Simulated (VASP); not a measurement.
# SiC (P1) in VASP: relaxation of the atoms with r2SCAN

Aim: the relaxation of the atoms of SiC with r2SCAN.

Program: VASP 6.6.1. These are calculated values, not measurements. Logs are shortened: lines on timing, memory, paths and dates and some standing lists are left out, and cuts for length are marked.

## Step 1: The cell of the first run

The typed cell holds 12 atoms: a = 3.008 Å, b = 3.177 Å, c = 14.598 Å, α = 89.68°, β = 89.57°, γ = 119.79°.

## Step 2: Relaxation of the atoms, r2SCAN

Contents of POSCAR:

```
SiC
1.0
    3.0077287752     -0.0418434555      0.0114397483
   -1.5401018831      2.7788398991      0.0084894206
    0.0561361638      0.0805133974     14.5973911522
Si C
6 6
Direct
    0.0114735165      0.0258726033      0.1018915920
   -0.0858546092     -0.0466361908      0.6225267299
    0.3458698769      0.6337697385      0.2968554831
    0.6697892671      0.2975661968      0.7960860276
    0.3671621003      0.7108667175      0.9620477471
    0.6935345152      0.3218981621      0.4599784150
    0.0340213133      0.0163951377      0.9961926791
    0.0240202613      0.0169161645      0.5067060672
    0.3099851848      0.6805585933      0.1803646686
    0.6853182618      0.3286330059      0.6648137509
    0.2912034381      0.6838723875      0.8391343399
    0.6534768739      0.3302874839      0.3234024993
```

Contents of INCAR.step1:

```
SYSTEM = SiC
PREC     = Accurate       ! precision mode
ENCUT    = 520            ! plane-wave cutoff, eV
ISMEAR   = 0              ! smearing method
SIGMA    = 0.05           ! smearing width, eV
LREAL    = .False.        ! projectors in reciprocal space
LASPH    = .True.         ! aspherical terms in the spheres
NELM     = 100            ! most SCF steps
GGA      = PE             ! functional
ALGO     = Normal         ! electronic algorithm
EDIFF    = 1E-4           ! SCF threshold, eV
LWAVE    = .True.         ! write WAVECAR
LCHARG   = .False.        ! write CHGCAR
KPAR     = 8
```

Contents of INCAR.step2:

```
SYSTEM = SiC
PREC     = Accurate       ! precision mode
ENCUT    = 520            ! plane-wave cutoff, eV
EDIFF    = 1E-7           ! SCF threshold, eV
ISMEAR   = 0              ! smearing method
SIGMA    = 0.05           ! smearing width, eV
LREAL    = .False.        ! projectors in reciprocal space
LASPH    = .True.         ! aspherical terms in the spheres
NELM     = 100            ! most SCF steps
ALGO     = Normal         ! electronic algorithm
ISIF     = 2              ! what is computed and relaxed
LWAVE    = .False.        ! write WAVECAR
LCHARG   = .False.        ! write CHGCAR
METAGGA  = R2SCAN         ! meta-GGA
LMIXTAU  = .True.       
IBRION   = 2              ! ionic algorithm
NSW      = 100            ! ionic steps
EDIFFG   = -0.01          ! ionic threshold
ISTART   = 1            
KPAR     = 8
```

Contents of KPOINTS:

```
regular mesh
0
Gamma
  12 12 2
  0 0 0
```

Potentials or basis: VASP PAW PBE potentials, release 64 (Si, C).

On the command line:

```bash
$ cat potpaw_PBE.64/Si/POTCAR potpaw_PBE.64/C/POTCAR > POTCAR
$ cp INCAR.step1 INCAR
$ mpirun -np 8 vasp_std > vasp.out
$ cp INCAR.step2 INCAR
$ mpirun -np 8 vasp_std > vasp.out
```

OUTCAR:

```text
SYSTEM = SiC
   PREC = Accurate
   ENCUT = 520
   EDIFF = 1E-7
   ISMEAR = 0
   LREAL = .False.
   LASPH = .True.
   NELM = 100
   ISIF = 2
   METAGGA = R2SCAN
   IBRION = 2
   NSW = 100
   EDIFFG = -0.01
   ISTART = 1

 ion  position               nearest neighbor table
   1  0.011  0.026  0.102-   7 1.55   9 2.07   9 2.15   9 2.15   5 2.66   5 2.71   5 2.77
   2  0.914  0.953  0.623-   8 1.71  10 1.76  10 1.85  10 2.11   6 2.86   6 2.97   4 2.99   6 3.11
                             4 3.11
   3  0.346  0.634  0.297-  12 1.68   9 1.72  12 1.85  12 1.97   6 2.91   6 2.96   6 3.06
   4  0.670  0.298  0.796-  11 1.77  11 1.81  10 1.92  11 2.14   5 2.90   2 2.99   5 3.06   5 3.10
                             2 3.11
   5  0.367  0.711  0.962-   7 1.78  11 1.81   7 1.82   7 1.98   1 2.66   1 2.71   1 2.77   4 2.90
                             4 3.06   4 3.10
   6  0.694  0.322  0.460-   8 1.83   8 1.87  12 2.00   8 2.04   2 2.86   3 2.91   3 2.96   2 2.97
                             3 3.06   2 3.11
   7  0.034  0.016  0.996-   1 1.55   5 1.78   5 1.82   5 1.98
   8  0.024  0.017  0.507-   2 1.71   6 1.83   6 1.87   6 2.04
   9  0.310  0.681  0.180-   3 1.72   1 2.07   1 2.15   1 2.15
  10  0.685  0.329  0.665-   2 1.76   2 1.85   4 1.92   2 2.11
  11  0.291  0.684  0.839-   4 1.77   4 1.81   5 1.81   4 2.14
  12  0.653  0.330  0.323-   3 1.68   3 1.85   3 1.97   6 2.00

  LATTYP: Found a triclinic cell.
 ALAT       =     5.2243317264
 B/A-ratio  =     0.5757753784
 C/A-ratio  =     2.7941795989
 COS(alpha) =     0.0075713891
 COS(beta)  =     0.0121438375
 COS(gamma) =     0.8493944878

  Lattice vectors:

 A1 = (  -4.4753556673,  -2.6951529881,  -0.0313689172)
 A2 = (  -3.0077287752,   0.0418434555,  -0.0114397483)
 A3 = (  -0.0561361638,  -0.0805133974, -14.5973911522)

Analysis of symmetry for initial positions (statically):
=====================================================================
 Subroutine PRICEL returns:
 Original cell was already a primitive cell.

 Routine SETGRP: Setting up the symmetry group for a
 triclinic supercell.

 Subroutine GETGRP returns: Found  1 space group operations
 (whereof  1 operations were pure point group operations)
 out of a pool of  2 trial point group operations.

The static configuration has the point symmetry C_1 .

Analysis of symmetry for dynamics (positions and initial velocities):
=====================================================================
 Subroutine PRICEL returns:
 Original cell was already a primitive cell.

 Routine SETGRP: Setting up the symmetry group for a
 triclinic supercell.

 Subroutine GETGRP returns: Found  1 space group operations
 (whereof  1 operations were pure point group operations)
 out of a pool of  2 trial point group operations.

The dynamic configuration has the point symmetry C_1 .

 Subroutine INISYM returns: Found  1 space group operations
[... 118 lines left out ...]
   LREAL  =      F    real-space projection
   EDIFFG = -.1E-01   stopping-criterion for IOM
   NSW    =    100    number of steps for IOM
   IBRION =      2    ionic relax: 0-MD 1-quasi-New 2-CG
   NFREE  =      1    steps in history (QN), initial steepest desc. (CG)
   ISIF   =      2    stress and relaxation
   ISYM   =      2    0-nonsym 1-usesym 2-fastsym
   POTIM  = 0.5000    time-step for ionic-motion
   TEBEG  =    0.0;   TEEND  =   0.0 temperature during run
   PSTRESS=    0.0 pullay stress
   NELECT =      48.0000    total number of electrons
   NUPDOWN=      -1.0000    fix difference up-down
   EMIN   =  10.00;   EMAX   =-10.00  energy-range for DOS
   EFERMI =   0.00;   METHOD = LEGACY
   ISMEAR =     0;   SIGMA  =   0.05  broadening in eV -4-tet -1-fermi 0-gaus
   EFERMI_NEDOS =   21; number of points for ismear=-14 and -15
   IALGO  =     38    algorithm
   IMIX   =      4    mixing-type and parameters
     AMIX     =   0.40;   BMIX     =  1.00
     AMIX_MAG =   1.60;   BMIX_MAG =  1.00
  volume/ion in A,a.u.               =      10.09        68.08
  Fermi-wavevector in a.u.,A,eV,Ry     =   1.202697  2.272768 19.680559  1.446480
  Thomas-Fermi vector in A             =   2.338471
   LORBIT       =      0    0 simple, 1 ext, 2 COOP (PROOUT), +10 PAW based schemes
   METAGGA = R2SCAN    functional components
   LHFCALC =     F    Hartree Fock is set to
   AEXX    =    0.0000 exact exchange contribution
   IVDW    =     0    specifies the selected vdW correction
   LEPSILON=     F    determine dielectric tensor
   LRPA    =     F    only Hartree local field effects (RPA)
 conjugate gradient relaxation of ions
 non-spin polarized calculation
 Gauss-broadening in eV      SIGMA  =   0.05
  energy-cutoff  :      520.00
  volume of cell :      121.06
 maximum number of plane-waves:      3294
   NGX = 11   NGY = 11   NGZ = 55

--------------------------------------- Ionic step        1  -------------------------------------------

 number of electron      48.0000000 magnetization

 Free energy of the ion-electron system (eV)
  ---------------------------------------------------
  ext. energy  EPLUGINS =         0.00000000
  ---------------------------------------------------
  free energy    TOTEN  =      -108.78589900 eV

  energy without entropy =     -108.78470408  energy(sigma->0) =     -108.78530154

 E-fermi :  10.2635     XC(G=0): -12.0642

 val. band max:       10.2584796987   @ k =   0.5000  -0.0000   0.5000
 cond. band min:      10.2670816779   @ k =   0.5000   0.0833  -0.0000
 fundamental gap:      0.0086019792
 Fermi energy:        10.2634507436

 k-point     1 :       0.0000    0.0000    0.0000
  band No.  band energies     occupation
      1      -9.2757      2.00000
      2      -7.9641      2.00000
      3      -7.2153      2.00000
      4      -6.3969      2.00000
      5      -5.1694      2.00000
      6      -3.4289      2.00000
[... 938 lines left out ...]
  FREE ENERGIE OF THE ION-ELECTRON SYSTEM (eV)
  ---------------------------------------------------
  free  energy   TOTEN  =      -110.9425071423 eV

  energy  without entropy=     -110.9397859794  energy(sigma->0) =     -110.94114656

[... ionic steps 4 to 31 ...]

--------------------------------------- Ionic step       32  -------------------------------------------

 number of electron      48.0000000 magnetization

------------------------ aborting loop because EDIFF is reached ----------------------------------------
[... 87 lines left out ...]
--------------------------------------- Ionic step       34  -------------------------------------------

 number of electron      48.0000000 magnetization

 Free energy of the ion-electron system (eV)
  ---------------------------------------------------
  ext. energy  EPLUGINS =         0.00000000
  ---------------------------------------------------
  free energy    TOTEN  =      -115.37952263 eV

  energy without entropy =     -115.37952263  energy(sigma->0) =     -115.37952263

 E-fermi :   8.8277     XC(G=0): -12.0482

 val. band max:        8.5748364590   @ k =   0.0000   0.0000   0.0000
 cond. band min:      10.2633783574   @ k =   0.5000   0.0000   0.0000
 fundamental gap:      1.6885418985
 Fermi energy:         8.8277353607

 k-point     1 :       0.0000    0.0000    0.0000
  band No.  band energies     occupation
      1      -8.1211      2.00000
      2      -7.5416      2.00000
      3      -7.4897      2.00000
      4      -5.8194      2.00000
      5      -5.7820      2.00000
      6      -4.0999      2.00000
[... 846 lines left out ...]
  FREE ENERGIE OF THE ION-ELECTRON SYSTEM (eV)
  ---------------------------------------------------
  free  energy   TOTEN  =      -115.3795226251 eV

  energy  without entropy=     -115.3795226251  energy(sigma->0) =     -115.37952263

 reached required accuracy - stopping structural energy minimisation
```

OUTCAR.step1:

```text
SYSTEM = SiC
   PREC = Accurate
   ENCUT = 520
   ISMEAR = 0
   LREAL = .False.
   LASPH = .True.
   NELM = 100
[... 1084 lines left out ...]
      1.59244      0.93807      9.71518        -3.000312     -0.394623      1.812597
     -0.13027      1.95575     12.25831         2.968324     -1.026580     -0.290564
      1.47496      0.91651      4.73111         3.843801     -2.908738      5.001922
 -----------------------------------------------------------------------------------
    total drift:                               -0.000675      0.001063      0.005078

  FREE ENERGIE OF THE ION-ELECTRON SYSTEM (eV)
  ---------------------------------------------------
  free  energy   TOTEN  =       -83.3862521639 eV

  energy  without entropy=      -83.3848340369  energy(sigma->0) =      -83.38554310
```

OSZICAR.step1:

```text
N       E                     dE             d eps       ncg     rms          rms(c)
DAV:   1     0.149147547129E+03    0.14915E+03   -0.22306E+04  9176   0.140E+03
DAV:   2    -0.831874811980E+02   -0.23234E+03   -0.22142E+03 12006   0.232E+02
DAV:   3    -0.963487507178E+02   -0.13161E+02   -0.13038E+02 11274   0.566E+01
DAV:   4    -0.966116454147E+02   -0.26289E+00   -0.26211E+00 11524   0.878E+00
DAV:   5    -0.966178984276E+02   -0.62530E-02   -0.62503E-02 11309   0.127E+00    0.238E+01
DAV:   6    -0.837764056061E+02    0.12841E+02   -0.43228E+01 10989   0.276E+01    0.107E+01
DAV:   7    -0.834580893002E+02    0.31832E+00   -0.43152E+00 11255   0.117E+01    0.496E+00
DAV:   8    -0.834040292895E+02    0.54060E-01   -0.88061E-01 11913   0.575E+00    0.246E+00
DAV:   9    -0.833845094545E+02    0.19520E-01   -0.14470E-01 11201   0.226E+00    0.541E-01
DAV:  10    -0.833860474683E+02   -0.15380E-02   -0.17924E-02 11408   0.775E-01    0.299E-01
DAV:  11    -0.833860742177E+02   -0.26749E-04   -0.23133E-03 11241   0.257E-01    0.186E-01
DAV:  12    -0.833862448518E+02   -0.17063E-03   -0.58317E-04 11632   0.154E-01    0.465E-02
DAV:  13    -0.833862521639E+02   -0.73121E-05   -0.11905E-04  7954   0.847E-02
   1 F= -.83386252E+02 E0= -.83385543E+02  d E =-.141813E-02
```

Wall time 44 min (8 MPI ranks of Intel Xeon 6975P-C (Granite Rapids), shared host); peak memory 0.58 GiB.

Results:

```
Free energy                  : -115.3795 eV
Energy gained by relaxing    : 549.5 meV/atom
Ionic steps                  : 34
Pressure after relaxing      : 5.6 GPa
Largest force after relaxing : 0.006 eV/Å
Band gap on the k mesh       : 1.69 eV (least direct gap 3.34 eV)
```

Forces on the atoms (eV/Å):
```
Si  -0.002 -0.002 -0.001
Si  -0.001  0.000  0.005
Si  -0.001  0.005  0.000
Si   0.002  0.000 -0.001
Si   0.001 -0.002 -0.002
Si   0.002 -0.002 -0.003
C    0.001  0.003 -0.001
C    0.000 -0.004  0.003
C   -0.002  0.000 -0.001
C   -0.003  0.001 -0.005
C    0.002  0.001  0.004
C   -0.001  0.000  0.004
```

Step by step:
| step | energy change (eV) | largest force (eV/Å) | pressure (GPa) |
| --- | --- | --- | --- |
| 1 | 0.0000 | 19.1117 | 17.30 |
| 2 | 0.3716 | 7.1371 | 17.27 |
| 3 | -2.1566 | 6.0330 | 12.97 |
| 4 | -4.1586 | 5.5897 | 9.77 |
| 5 | -5.1307 | 4.1073 | 7.60 |
| 6 | -5.2888 | 5.0545 | 7.54 |
| 7 | -5.3051 | 4.9045 | 7.46 |
| 8 | -6.1175 | 2.7087 | 6.07 |
| 9 | -6.3541 | 2.0891 | 5.60 |
| 10 | -6.4324 | 2.0024 | 5.89 |
| 11 | -6.5082 | 0.5234 | 5.54 |
| 12 | -6.5399 | 0.4303 | 5.63 |
| 13 | -6.5407 | 0.5446 | 5.65 |
| 14 | -6.5652 | 0.3072 | 5.61 |
| 15 | -6.5686 | 0.4432 | 5.59 |
| 16 | -6.5853 | 0.1853 | 5.54 |
| 17 | -6.5858 | 0.1865 | 5.53 |
| 18 | -6.5895 | 0.1013 | 5.59 |
| 19 | -6.5895 | 0.0959 | 5.59 |
| 20 | -6.5904 | 0.0736 | 5.58 |
| 21 | -6.5905 | 0.0843 | 5.58 |
| 22 | -6.5913 | 0.0653 | 5.58 |
| 23 | -6.5918 | 0.1010 | 5.57 |
| 24 | -6.5925 | 0.0499 | 5.57 |
| 25 | -6.5927 | 0.0425 | 5.57 |
| 26 | -6.5929 | 0.0339 | 5.57 |
| 27 | -6.5931 | 0.0476 | 5.57 |
| 28 | -6.5933 | 0.0247 | 5.57 |
| 29 | -6.5934 | 0.0540 | 5.56 |
| 30 | -6.5936 | 0.0176 | 5.56 |
| 31 | -6.5936 | 0.0219 | 5.56 |
| 32 | -6.5936 | 0.0117 | 5.57 |
| 33 | -6.5936 | 0.0115 | 5.57 |
| 34 | -6.5936 | 0.0058 | 5.56 |

Final structure:
```cif
data_structure
_symmetry_space_group_name_H-M 'P 1'
_symmetry_Int_Tables_number 1
_cell_length_a 3.0080
_cell_length_b 3.1771
_cell_length_c 14.5977
_cell_angle_alpha 89.677
_cell_angle_beta 89.566
_cell_angle_gamma 119.792
_cell_volume 121.06
loop_
_atom_site_label
_atom_site_type_symbol
_atom_site_fract_x
_atom_site_fract_y
_atom_site_fract_z
_atom_site_occupancy
Si1 Si 0.02040 0.01890 0.12563 1
Si2 Si 0.98139 0.98242 0.62574 1
Si3 Si 0.33435 0.66719 0.29259 1
Si4 Si 0.66618 0.33318 0.79261 1
Si5 Si 0.35202 0.68417 0.95903 1
Si6 Si 0.64897 0.31666 0.45911 1
C1 C 0.02733 0.02615 0.99881 1
C2 C 0.97125 0.97277 0.49896 1
C3 C 0.34341 0.67570 0.16614 1
C4 C 0.65640 0.32412 0.66619 1
C5 C 0.34109 0.67477 0.83257 1
C6 C 0.65722 0.32397 0.33262 1
```

Caveat: the PAW data sets were made with another functional, which shifts forces and pressure a little. A k mesh can miss the band edges.
